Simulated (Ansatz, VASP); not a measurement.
**One calculation of Al, two programs**

INCAR

```
SYSTEM = Al
  PREC = Accurate
  ENCUT = 520
  EDIFF = 1E-8
  ISMEAR = -1
  SIGMA = 0.03
  LREAL = .False.
  LASPH = .True.
  NELM = 100
  ALGO = Normal
  ISIF = 2
  LWAVE = .False.
  LCHARG = .False.
  GGA = CA
  LEFG = .True.
  NBANDS = 8
```

The input KPOINTS:

```
Automatic mesh
0
Gamma
  17 17 17
  0 0 0
```

POSCAR

```
Al
1.0
    0.0000000000      1.9966255657      1.9966255657
    1.9966255657      0.0000000000      1.9966255657
    1.9966255657      1.9966255657      0.0000000000
Al
1
Direct
    0.0000000000      0.0000000000      0.0000000000
```

Input for Ansatz:

```yaml
crystal:
  lattice:
    - [0.0, 1.9966255657, 1.9966255657]
    - [1.9966255657, 0.0, 1.9966255657]
    - [1.9966255657, 1.9966255657, 0.0]
  atoms:
    - { symbol: Al, position: [0.0, 0.0, 0.0] }
kpoints:
  mp_grid: { grid: [17, 17, 17] }
scf:
  occupations: { method: fermi_dirac, width: 0.03 }
hamiltonian:
  xc: lda
  pseudopotentials: { kind: all_electron, datasets: crystal }
output:
  forces: true
  stress: true
  eigenvalues: true
  efg: { contact_densities: true }
```

Change from the starting cell: volume scaled by 0.96, crystal datasets.

Alike in both runs: task electric field gradients; functional LDA; k mesh 17 × 17 × 17; occupations fermi-dirac, width 0.03 eV; no spin polarisation.

|  | VASP | Ansatz |
| --- | --- | --- |
| version | VASP 6.6.1 | Ansatz 0.2.0 |
| potentials or method | VASP PAW LDA potentials, release 64 (Al), cutoff 520 eV | all-electron PAW with datasets made for the crystal, scalar-relativistic |

|  | VASP | Ansatz | Ansatz less VASP |
| --- | --- | --- | --- |
| pressure (GPa) | -0.6 | -0.6 | -0.06 |

LDA's correlation is that of Perdew and Zunger in VASP and of Perdew and Wang (1992) in Ansatz. Ansatz ran all-electron here, and VASP with PAW potentials.
